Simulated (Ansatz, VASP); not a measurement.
One calculation of GaN, two programs

```
Ga N
1.0
     0.00000    2.24895    2.24895
     2.24895    0.00000    2.24895
     2.24895    2.24895    0.00000
Ga N
1 1
Direct
  0.00000 0.00000 0.00000
  0.25000 0.25000 0.25000
```

Alike in both runs: task single point; functional r2SCAN; k mesh 10 × 10 × 10; no spin polarisation.

```csv
,VASP,Ansatz
version,VASP 6.6.1,Ansatz 0.2.0
potentials or method,"VASP PAW PBE potentials, release 64 (Ga_d, N_h)","plane waves, PAW"
plane-wave cutoff (eV),1460,500
occupations,"gaussian, width 0.01 eV",fixed
valence electrons in the cell,18,18
```

|  | VASP | Ansatz | Ansatz less VASP |
| --- | --- | --- | --- |
| gap on the k mesh at the Fermi level (eV) | 2.16 | 2.17 | +0.009 |
| pressure (GPa) | 1.1 | 0.0 | -1.12 |

VASP's potentials were made for PBE, not for r2SCAN.
